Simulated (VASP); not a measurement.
# Ba (I4/mmm) in VASP: a series of runs, part 2 of 2

VASP 6.6.1. The steps go on from the part before.

## Step 4: Single point, LDA

Contents of INCAR:

```
PREC = Accurate
ENCUT = 520
EDIFF = 1E-7
ISMEAR = 0
SIGMA = 0.15
LREAL = F
LASPH = T
NELM = 60
ALGO = Fast
ISIF = 2
LWAVE = F
LCHARG = F
GGA = CA
NBANDS = 11
```

Contents of KPOINTS:

```
regular mesh
0
Gamma
  16 16 16
```

Contents of POSCAR:

```
Ba
1.0
   -2.3525900722      2.3525900722      2.8231080866
    2.3525900722     -2.3525900722      2.8231080866
    2.3525900722      2.3525900722     -2.8231080866
Ba
1
Direct
    0.0000000000      0.0000000000      0.0000000000
```

Potentials or basis: VASP PAW LDA potentials, release 64 (Ba_sv).

Started as:

```
$ cat potpaw_LDA.64/Ba_sv/POTCAR > POTCAR
$ mpirun -np 1 vasp_std > vasp.out
```

OUTCAR:

```text
PREC = Accurate
   ENCUT = 520
   EDIFF = 1E-7
   ISMEAR = 0
   LREAL = F
   LASPH = T
   NELM = 60
   ISIF = 2
   GGA = CA

 ion  position               nearest neighbor table
   1  0.000  0.000  0.000-

  LATTYP: Found a body centered tetragonal cell.
 ALAT       =     4.7051801444
 C/A-ratio  =     1.2000000000

  Lattice vectors:

 A1 = (  -2.3525900722,   2.3525900722,   2.8231080866)
 A2 = (   2.3525900722,  -2.3525900722,   2.8231080866)
 A3 = (   2.3525900722,   2.3525900722,  -2.8231080866)

Analysis of symmetry for initial positions (statically):
=====================================================================
 Subroutine PRICEL returns:
 Original cell was already a primitive cell.

 Routine SETGRP: Setting up the symmetry group for a
 body centered tetragonal supercell.

 Subroutine GETGRP returns: Found 16 space group operations
 (whereof 16 operations were pure point group operations)
 out of a pool of 16 trial point group operations.

The static configuration has the point symmetry D_4h.

Analysis of symmetry for dynamics (positions and initial velocities):
=====================================================================
 Subroutine PRICEL returns:
[... 160 lines left out ...]
 fundamental gap:      0.0094330643
 Fermi energy:         1.4849552536

 k-point     1 :       0.0000    0.0000    0.0000
  band No.  band energies     occupation
      1     -27.3447      2.00000
      2     -12.3043      2.00000
      3     -12.3031      2.00000
      4     -12.3031      2.00000
      5      -1.3045      2.00000
      6       3.0405      0.00000
      7       3.0405      0.00000
      8       3.8786      0.00000
      9       4.0122      0.00000
     10       5.1680      0.00000
     11       7.7558      0.00000
[... 309 lines left out ...]
 k-point    24 :      -0.0625    0.0625    0.0000
  band No.  band energies     occupation
      1     -27.3428      2.00000
      2     -12.3224      2.00000
      3     -12.3116      2.00000
      4     -12.3058      2.00000
      5      -1.2196      2.00000
      6       2.9480      0.00000
      7       3.1157      0.00000
      8       3.9087      0.00000
      9       3.9363      0.00000
     10       5.0803      0.00000
     11       7.9446      0.00000

 [... further k-points ...]
[... 5 lines left out ...]
  --------------------------------------------------------------------------------------
  -------------------------------------------------------------------------------------
  Total       -0.4169685     -0.4169685     -0.4916311      0.0000000     -0.0000000      0.0000000
  in kB      -10.6889201    -10.6889201    -12.6028821      0.0000000     -0.0000000      0.0000000
  external PRESSURE =     -11.3269074 kB  Pullay stress =       0.0000000 kB

 VOLUME and BASIS-vectors are now :
 -----------------------------------------------------------------------------
  energy-cutoff  :      520.00
  volume of cell :       62.50
      direct lattice vectors                 reciprocal lattice vectors
    -2.352590072  2.352590072  2.823108087     0.000000000  0.212531714  0.177109762
     2.352590072 -2.352590072  2.823108087     0.212531714  0.000000000  0.177109762
     2.352590072  2.352590072 -2.823108087     0.212531714  0.212531714  0.000000000

 POSITION                                       TOTAL-FORCE (eV/Angst)
 -----------------------------------------------------------------------------------
      0.00000      0.00000      0.00000         0.000000     -0.000000      0.000000
 -----------------------------------------------------------------------------------
    total drift:                               -0.000000      0.000000     -0.000000

  FREE ENERGIE OF THE ION-ELECTRON SYSTEM (eV)
  ---------------------------------------------------
  free  energy   TOTEN  =        -2.2135227801 eV

  energy  without entropy=       -2.1976222965  energy(sigma->0) =       -2.20557254
```

OSZICAR:

```text
N       E                     dE             d eps       ncg     rms          rms(c)
DAV:   1     0.528188303437E+02    0.52819E+02   -0.43155E+03  7678   0.757E+02
DAV:   2     0.423146408563E+00   -0.52396E+02   -0.51077E+02  9239   0.136E+02
DAV:   3    -0.212906259189E+01   -0.25522E+01   -0.25330E+01  9977   0.306E+01
DAV:   4    -0.221795906222E+01   -0.88896E-01   -0.88717E-01 10215   0.510E+00
DAV:   5    -0.222030627706E+01   -0.23472E-02   -0.23470E-02 10347   0.665E-01    0.168E+00
RMM:   6    -0.221591971278E+01    0.43866E-02   -0.28837E-03  8202   0.534E-01    0.100E+00
RMM:   7    -0.221325518768E+01    0.26645E-02   -0.75215E-03  9070   0.846E-01    0.369E-02
RMM:   8    -0.221349933418E+01   -0.24415E-03   -0.18157E-03 11562   0.202E-01    0.306E-02
RMM:   9    -0.221352002916E+01   -0.20695E-04   -0.15803E-04 11897   0.540E-02    0.221E-02
RMM:  10    -0.221352204879E+01   -0.20196E-05   -0.34084E-05 11283   0.380E-02    0.603E-03
RMM:  11    -0.221352268487E+01   -0.63608E-06   -0.78710E-06 12241   0.130E-02    0.146E-03
RMM:  12    -0.221352278005E+01   -0.95186E-07   -0.94977E-07 10493   0.387E-03
   1 F= -.22135228E+01 E0= -.22055725E+01  d E =-.159005E-01
```

stdout:

```text
POSCAR found type information on POSCAR Ba
 POSCAR found :  1 types and       1 ions
 scaLAPACK will be used
 LDA part: xc-table for (Slater(with rela. corr.)+CA(PZ))
 , standard interpolation
 POSCAR, INCAR and KPOINTS ok, starting setup
 FFT: planning ... GRIDC
 FFT: planning ... GRID_SOFT
 FFT: planning ... GRID
 WAVECAR not read
 entering main loop
WARNING in EDDRMM: call to ZHEGV failed, returncode =   8  4     11
WARNING in EDDRMM: call to ZHEGV failed, returncode =   8  4      9
WARNING in EDDRMM: call to ZHEGV failed, returncode =   6  3     10
WARNING in EDDRMM: call to ZHEGV failed, returncode =   8  4     10
WARNING in EDDRMM: call to ZHEGV failed, returncode =   8  4      8
```

It took 5.8 min on 1 thread of AMD EPYC 7R43 (Zen 3), shared host; peak memory 0.31 GiB.

Results:

| Quantity | Value |
| --- | --- |
| Free energy | -2.2135 eV |
| Pressure | -1.1 GPa |
| Band gap on the k mesh | zero (bands 5 and 6 overlap by 0.69 eV) |

Stress tensor (GPa, compression positive):
```
-1.07  0.00  0.00
 0.00 -1.07  0.00
 0.00  0.00 -1.26
```

Levels at points of the mesh, in eV from the Fermi level:
```tsv
k point	band 2	band 3	band 4	band 5	band 6	band 7	band 8	band 9
(0.00, 0.00, 0.00)	-13.79	-13.79	-13.79	-2.79	1.56	1.56	2.39	2.53
(0.50, 0.00, 0.00)	-14.28	-13.90	-13.80	-0.98	1.06	1.19	2.26	4.06
(0.50, 0.50, 0.00)	-14.25	-13.98	-13.86	-0.88	0.02	1.73	4.09	4.30
(0.50, 0.50, 0.50)	-14.22	-14.05	-14.05	-0.72	-0.40	3.12	4.52	4.83
```

Caveat: spin-orbit coupling is left out, which moves the levels of the heavy elements.

## Step 5: The runs side by side

```tsv
cell	further INCAR settings	gap on the mesh (eV)	pressure (GPa)
a = 4.437 Å, angles 101.5, 101.5, 126.9°, 1 atom	ALGO = Fast; EDIFF = 1e-06; NBANDS = 11	none	-0.8
a = 4.355 Å, angles 105.4, 105.4, 118.0°, 1 atom	ALGO = Fast; EDIFF = 1e-07; NBANDS = 11	none	-1.1
a = 4.363 Å, angles 114.7, 114.7, 99.4°, 1 atom	ALGO = Fast; EDIFF = 1e-07; NBANDS = 11	none	-1.1
```

Alike in all rows: task single point; level LDA; potentials or basis VASP PAW LDA potentials, release 64 (Ba_sv); no spin polarisation; k mesh 16 × 16 × 16; cutoff (eV) 520; smearing gaussian 0.15 eV.

Caveats: spin-orbit coupling is left out, which moves the levels of the heavy elements.

Absolute energies hang on the potentials; compare differences alone.
